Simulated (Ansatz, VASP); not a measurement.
AlNi in VASP and in Ansatz

```
Al Ni
1.0
     2.86217    0.00000   -0.02862
     0.00000    2.86217    0.00000
    -0.02862    0.00000    2.86217
Al Ni
1 1
Direct
  0.00000 0.00000 0.00000
  0.50000 0.50000 0.50000
```

Change from the starting cell: strain -0.0200 x Voigt [0, 0, 0, 0, 1, 0], atoms carried along.

Alike in both runs: task single point; functional PBEsol; k mesh 20 × 20 × 20; occupations gaussian, width 0.15 eV; no spin polarisation.

```csv
,VASP,Ansatz
version,VASP 6.6.1,Ansatz 0.2.0
potentials or method,"VASP PAW PBE potentials, release 64 (Al, Ni), cutoff 520 eV","scalar-relativistic, plane waves, PAW"
valence electrons in the cell,13,21
```

```tsv
	VASP	Ansatz	Ansatz less VASP
gap on the k mesh at the Fermi level (eV)	none	none	-
pressure (GPa)	0.2	0.1	-0.12
traceless stress, the component that is largest in VASP (GPa)	2.54	2.54	+0.007
```

VASP's potentials were made for PBE, not for PBEsol. A gap of «none» marks a metal or a gap that the smearing closes. VASP's potentials hold 13 valence electrons a cell and Ansatz's 21, so a difference there can come from the potentials and not from the codes.
